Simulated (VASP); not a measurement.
Set up this calculation in VASP 6.6.1, as the native input.

```yaml
Task: single point
Functional: PBE
Potentials_or_basis: VASP PAW PBE potentials, release 64 (Se)
Cutoff: 520 eV
k_mesh: 14 × 14 × 8
Occupations: fermi-dirac, width 0.08 eV
Spin: no spin polarisation
Dipole_correction: no
Further_INCAR_settings: ALGO = Normal; EDIFF = 1e-06; NBANDS = 13
```

The structure of Se lies in POSCAR:

```
Se
1.0
    2.9965969123      0.0000000000      0.0000000000
   -1.4982984562      2.5951290510      0.0000000000
    0.0000000000      0.0000000000      3.9021383230
Se
2
Direct
    0.3333333333      0.6666666667      0.2500000000
    0.6666666667      0.3333333333      0.7500000000
```

This cell differs from its parent crystal: volume scaled by 0.68.

One way to write it, as run:

INCAR

```
PREC = Accurate
ENCUT = 520
EDIFF = 1E-6
ISMEAR = -1
SIGMA = 0.08
LREAL = F
LASPH = T
NELM = 80
ALGO = Normal
ISIF = 2
LWAVE = F
LCHARG = F
GGA = PE
NBANDS = 13
```

KPOINTS

```
regular mesh
0
Gamma
  14 14 8
```

Potentials or basis: VASP PAW PBE potentials, release 64 (Se).

Command:

```bash
$ cat potpaw_PBE.64/Se/POTCAR > POTCAR
$ mpirun -np 1 vasp_std > vasp.out
```

It gave:

The pressure is 45.7 GPa. The band gap on the k mesh is zero (band 6 reaches 12.41 eV, above the bottom of band 7 at 6.92 eV).

Wall time 20 s on 1 thread of AMD EPYC 9R14 (Zen 4), on a shared host, peak memory 0.14 GiB.
